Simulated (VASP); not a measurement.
# Al3P5 (Pm-3m) in VASP: a series of runs, part 2 of 2

VASP 6.6.1. Earlier steps stand in the parts before.

### 3 Relaxation of cell and atoms, PBE

This run uses another cell than the first one, of 16.09 Å³/atom, 0.777 times its volume.

INCAR

```
  PREC = Accurate
  ENCUT = 600
  EDIFF = 1E-6
  ISMEAR = 0
  SIGMA = 0.1
  LREAL = F
  LASPH = T
  NELM = 80
  ALGO = Normal
  ISIF = 3
  LWAVE = F
  LCHARG = F
  GGA = PE
  IBRION = 2
  NSW = 100
  EDIFFG = -0.01
```

KPOINTS

```
Automatic mesh
0
Gamma
  8 8 8
```

POSCAR

```
Al3P5
1.0
    5.0486495042      0.0000000000      0.0000000000
    0.0000000000      5.0486495042      0.0000000000
    0.0000000000      0.0000000000      5.0486495042
Al P
3 5
Direct
    0.5000000000      0.0000000000      0.0000000000
    0.0000000000      0.5000000000      0.0000000000
    0.0000000000      0.0000000000      0.5000000000
    0.0000000000      0.5000000000      0.5000000000
    0.5000000000      0.0000000000      0.5000000000
    0.5000000000      0.5000000000      0.0000000000
    0.5000000000      0.5000000000      0.5000000000
    0.0000000000      0.0000000000      0.0000000000
```

Potentials or basis: VASP PAW PBE potentials, release 64 (Al, P).

Command:

```sh
cat potpaw_PBE.64/Al/POTCAR potpaw_PBE.64/P/POTCAR > POTCAR
mpirun -np 1 vasp_std > vasp.out
```

OUTCAR:

```text
PREC = Accurate
   ENCUT = 600
   EDIFF = 1E-6
   ISMEAR = 0
   LREAL = F
   LASPH = T
   NELM = 80
   ISIF = 3
   GGA = PE
   IBRION = 2
   NSW = 100
   EDIFFG = -0.01

 ion  position               nearest neighbor table
   1  0.500  0.000  0.000-   5 2.52   6 2.52   8 2.52   5 2.52   6 2.52   8 2.52
   2  0.000  0.500  0.000-   4 2.52   6 2.52   8 2.52   4 2.52   8 2.52   6 2.52
   3  0.000  0.000  0.500-   4 2.52   5 2.52   8 2.52   8 2.52   4 2.52   5 2.52
   4  0.000  0.500  0.500-   2 2.52   3 2.52   7 2.52   2 2.52   3 2.52   7 2.52
   5  0.500  0.000  0.500-   1 2.52   3 2.52   7 2.52   1 2.52   7 2.52   3 2.52
   6  0.500  0.500  0.000-   1 2.52   2 2.52   7 2.52   7 2.52   1 2.52   2 2.52
   7  0.500  0.500  0.500-   4 2.52   5 2.52   6 2.52   6 2.52   5 2.52   4 2.52
   8  0.000  0.000  0.000-   1 2.52   2 2.52   3 2.52   3 2.52   2 2.52   1 2.52

  LATTYP: Found a simple cubic cell.
 ALAT       =     5.0486495042

  Lattice vectors:

 A1 = (   5.0486495042,   0.0000000000,   0.0000000000)
 A2 = (   0.0000000000,   5.0486495042,   0.0000000000)
 A3 = (   0.0000000000,   0.0000000000,   5.0486495042)

Analysis of symmetry for initial positions (statically):
=====================================================================
 Subroutine PRICEL returns:
 Original cell was already a primitive cell.

 Routine SETGRP: Setting up the symmetry group for a
 simple cubic supercell.

 Subroutine GETGRP returns: Found 48 space group operations
[... 9 lines left out ...]

 Routine SETGRP: Setting up the symmetry group for a
 simple cubic supercell.

 Subroutine GETGRP returns: Found 48 space group operations
[... 11 lines left out ...]
                                     Primitive cell

  volume of cell :     128.6843

  direct lattice vectors                    reciprocal lattice vectors
     5.048649504  0.000000000  0.000000000     0.198072772  0.000000000  0.000000000
     0.000000000  5.048649504  0.000000000     0.000000000  0.198072772  0.000000000
     0.000000000  0.000000000  5.048649504     0.000000000  0.000000000  0.198072772

  length of vectors
     5.048649504  5.048649504  5.048649504     0.198072772  0.198072772  0.198072772

  position of ions in fractional coordinates (direct lattice)
     0.500000000  0.000000000  0.000000000
     0.000000000  0.500000000  0.000000000
     0.000000000  0.000000000  0.500000000
     0.000000000  0.500000000  0.500000000
     0.500000000  0.000000000  0.500000000
     0.500000000  0.500000000  0.000000000
     0.500000000  0.500000000  0.500000000
     0.000000000  0.000000000  0.000000000

  ion indices of the primitive-cell ions
   primitive index   ion index
                 1           1
                 2           2
[... 111 lines left out ...]
 Gauss-broadening in eV      SIGMA  =   0.10
  energy-cutoff  :      600.00
  volume of cell :      128.68
 maximum number of plane-waves:      4337
   NGX = 21   NGY = 21   NGZ = 21

--------------------------------------- Ionic step        1  -------------------------------------------

 number of electron      33.9999991 magnetization

 Free energy of the ion-electron system (eV)
  ---------------------------------------------------
  ext. energy  EPLUGINS =         0.00000000
  ---------------------------------------------------
  free energy    TOTEN  =       -39.68014150 eV

  energy without entropy =      -39.66296754  energy(sigma->0) =      -39.67155452

------------------------ aborting loop because EDIFF is reached ----------------------------------------

  FORCE on cell =-STRESS in cart. coord.  units (eV):
  Direction    XX          YY          ZZ          XY          YZ          ZX
  --------------------------------------------------------------------------------------
  -------------------------------------------------------------------------------------
  Total       -0.1361950     -0.1361950     -0.1361950     -0.0000000     -0.0000000      0.0000000
  in kB       -1.6956886     -1.6956886     -1.6956886     -0.0000000     -0.0000000      0.0000000
  external PRESSURE =      -1.6956886 kB  Pullay stress =       0.0000000 kB

 VOLUME and BASIS-vectors are now :
 -----------------------------------------------------------------------------
  energy-cutoff  :      600.00
  volume of cell :      128.68
      direct lattice vectors                 reciprocal lattice vectors
     5.048649504  0.000000000  0.000000000     0.198072772  0.000000000  0.000000000
     0.000000000  5.048649504  0.000000000     0.000000000  0.198072772  0.000000000
     0.000000000  0.000000000  5.048649504     0.000000000  0.000000000  0.198072772

 POSITION                                       TOTAL-FORCE (eV/Angst)
 -----------------------------------------------------------------------------------
      2.52432      0.00000      0.00000         0.000000      0.000000      0.000000
      0.00000      2.52432      0.00000         0.000000      0.000000      0.000000
      0.00000      0.00000      2.52432         0.000000      0.000000      0.000000
      0.00000      2.52432      2.52432         0.000000      0.000000      0.000000
      2.52432      0.00000      2.52432         0.000000      0.000000      0.000000
      2.52432      2.52432      0.00000         0.000000      0.000000      0.000000
      2.52432      2.52432      2.52432         0.000000      0.000000      0.000000
      0.00000      0.00000      0.00000         0.000000      0.000000      0.000000
 -----------------------------------------------------------------------------------
    total drift:                                0.000000     -0.000000     -0.000000

  FREE ENERGIE OF THE ION-ELECTRON SYSTEM (eV)
  ---------------------------------------------------
  free  energy   TOTEN  =       -39.6801414971 eV

  energy  without entropy=      -39.6629675383  energy(sigma->0) =      -39.67155452

--------------------------------------- Ionic step        2  -------------------------------------------

 number of electron      33.9999991 magnetization

 Free energy of the ion-electron system (eV)
  ---------------------------------------------------
  ext. energy  EPLUGINS =         0.00000000
  ---------------------------------------------------
  free energy    TOTEN  =       -39.68023732 eV

  energy without entropy =      -39.66318098  energy(sigma->0) =      -39.67170915

 E-fermi :   7.8489     XC(G=0): -10.5798

 val. band max:        7.8025646634   @ k =   0.5000   0.2500   0.1250
 cond. band min:       7.8551400375   @ k =   0.5000   0.5000   0.3750
 fundamental gap:      0.0525753740
 Fermi energy:         7.8488592311

 k-point     1 :       0.0000    0.0000    0.0000
  band No.  band energies     occupation
      1      -6.2787      2.00000
      2      -2.7350      2.00000
      3      -2.0431      2.00000
      4      -2.0431      2.00000
      5       1.1201      2.00000
      6       1.1201      2.00000
[... 589 lines left out ...]
     21      10.5854      0.00000
     22      11.5202      0.00000

 [... further k-points ...]
[... 5 lines left out ...]
  --------------------------------------------------------------------------------------
  -------------------------------------------------------------------------------------
  Total        0.0634362      0.0634362      0.0634362     -0.0000000      0.0000000      0.0000000
  in kB        0.7917579      0.7917579      0.7917579     -0.0000000      0.0000000      0.0000000
  external PRESSURE =       0.7917579 kB  Pullay stress =       0.0000000 kB

 VOLUME and BASIS-vectors are now :
 -----------------------------------------------------------------------------
  energy-cutoff  :      600.00
  volume of cell :      128.37
      direct lattice vectors                 reciprocal lattice vectors
     5.044503043 -0.000000000  0.000000000     0.198235583  0.000000000 -0.000000000
    -0.000000000  5.044503043  0.000000000     0.000000000  0.198235583  0.000000000
     0.000000000 -0.000000000  5.044503043    -0.000000000 -0.000000000  0.198235583

 POSITION                                       TOTAL-FORCE (eV/Angst)
 -----------------------------------------------------------------------------------
      2.52225     -0.00000      0.00000        -0.000000      0.000000      0.000000
     -0.00000      2.52225      0.00000         0.000000      0.000000      0.000000
      0.00000     -0.00000      2.52225         0.000000      0.000000      0.000000
     -0.00000      2.52225      2.52225         0.000000      0.000000      0.000000
      2.52225     -0.00000      2.52225         0.000000     -0.000000      0.000000
      2.52225      2.52225      0.00000        -0.000000      0.000000      0.000000
      2.52225      2.52225      2.52225        -0.000000      0.000000      0.000000
      0.00000      0.00000      0.00000         0.000000      0.000000      0.000000
 -----------------------------------------------------------------------------------
    total drift:                                0.000000     -0.000000     -0.000000

  FREE ENERGIE OF THE ION-ELECTRON SYSTEM (eV)
  ---------------------------------------------------
  free  energy   TOTEN  =       -39.6802373194 eV

  energy  without entropy=      -39.6631809802  energy(sigma->0) =      -39.67170915

 reached required accuracy - stopping structural energy minimisation
```

Run time: 50 s. Hardware: 1 thread of Intel Xeon 6975P-C (Granite Rapids), shared host; peak memory 0.3 GiB.

Results:

```
Free energy                            : -39.6802 eV
Relaxed volume                         : 16.05 Å³/atom
Relaxed cell                           : a = 5.045 Å, b = 5.045 Å, c = 5.045 Å, α = 90.00°, β = 90.00°, γ = 90.00°
Space group after relaxing (to 0.05 Å) : Pm-3m (No. 221)
Energy gained by relaxing              : 0.0 meV/atom
Ionic steps                            : 2
Pressure after relaxing                : 0.1 GPa
Band gap on the k mesh                 : zero (band 17 reaches 8.13 eV, above the bottom of band 18 at 7.27 eV)
```

Final structure:
```
Al P
1.0
     5.04450    0.00000    0.00000
     0.00000    5.04450    0.00000
     0.00000    0.00000    5.04450
Al P
3 5
Direct
  0.50000 0.00000 0.00000
  0.00000 0.50000 0.00000
  0.00000 0.00000 0.50000
  0.00000 0.50000 0.50000
  0.50000 0.00000 0.50000
  0.50000 0.50000 0.00000
  0.50000 0.50000 0.50000
  0.00000 0.00000 0.00000
```

### 4 Relaxation of cell and atoms, PBE

This run uses another cell than the first one, of 16.09 Å³/atom, 0.777 times its volume.

INCAR

```
SYSTEM = Al3P5
ALGO     = Normal         ! electronic algorithm
EDIFF    = 1E-7           ! SCF threshold, eV
EDIFFG   = -0.01          ! ionic threshold
ENCUT    = 600            ! plane-wave cutoff, eV
GGA      = PE             ! functional
IBRION   = 2              ! ionic algorithm
ISIF     = 3              ! what is computed and relaxed
ISMEAR   = 0              ! smearing method
LASPH    = .True.         ! aspherical terms in the spheres
LCHARG   = .False.        ! write CHGCAR
LREAL    = .False.        ! projectors in reciprocal space
LWAVE    = .False.        ! write WAVECAR
NELM     = 60             ! most SCF steps
NSW      = 100            ! ionic steps
PREC     = Accurate       ! precision mode
SIGMA    = 0.1            ! smearing width, eV
```

KPOINTS

```
k-points
0
Gamma
  8 8 8
  0 0 0
```

POSCAR is that of step 3.

Command:

```sh
cat potpaw_PBE.64/Al/POTCAR potpaw_PBE.64/P/POTCAR > POTCAR
mpirun -np 1 vasp_std > vasp.out
```

Run time: 58 s. Hardware: 1 thread of Intel Xeon 6975P-C (Granite Rapids), shared host; peak memory 0.3 GiB.

Results (log left out):

```yaml
Free_energy: -39.6802 eV
Relaxed_volume: 16.05 Å³/atom
Relaxed_cell: a = 5.044 Å, b = 5.044 Å, c = 5.044 Å, α = 90.00°, β = 90.00°, γ = 90.00°
Space_group_after_relaxing_to_0.05_Å: Pm-3m (No. 221)
Energy_gained_by_relaxing: 0.0 meV/atom
Ionic_steps: 2
Pressure_after_relaxing: 0.1 GPa
Band_gap_on_the_k_mesh: zero (band 17 reaches 8.13 eV, above the bottom of band 18 at 7.27 eV)
```

Final structure:
```yaml
crystal:
  lattice:
    - [5.04445, 0.00000, 0.00000]
    - [0.00000, 5.04445, 0.00000]
    - [0.00000, 0.00000, 5.04445]
  atoms:
    - { symbol: Al, position: [0.50000, 0.00000, 0.00000] }
    - { symbol: Al, position: [0.00000, 0.50000, 0.00000] }
    - { symbol: Al, position: [0.00000, 0.00000, 0.50000] }
    - { symbol: P, position: [0.00000, 0.50000, 0.50000] }
    - { symbol: P, position: [0.50000, 0.00000, 0.50000] }
    - { symbol: P, position: [0.50000, 0.50000, 0.00000] }
    - { symbol: P, position: [0.50000, 0.50000, 0.50000] }
    - { symbol: P, position: [0.00000, 0.00000, 0.00000] }
```

Levels at points of the mesh, in eV from the Fermi level:
| k point | band 13 | band 14 | band 15 | band 16 | band 17 | band 18 | band 19 | band 20 | band 21 | band 22 |
| --- | --- | --- | --- | --- | --- | --- | --- | --- | --- | --- |
| (0.00, 0.00, 0.00) | -2.80 | -2.80 | -1.59 | -1.59 | -0.16 | -0.16 | -0.16 | 1.92 | 1.92 | 1.92 |
| (0.50, 0.00, 0.00) | -2.40 | -2.40 | -1.68 | -1.68 | -0.63 | -0.55 | 2.38 | 2.99 | 3.12 | 3.12 |
| (0.50, 0.50, 0.00) | -1.34 | -1.34 | -0.94 | -0.80 | 0.14 | 0.58 | 0.58 | 2.44 | 3.27 | 3.27 |
| (0.50, 0.50, 0.50) | -0.57 | -0.48 | -0.48 | -0.48 | -0.31 | -0.31 | -0.31 | 1.44 | 3.21 | 3.23 |
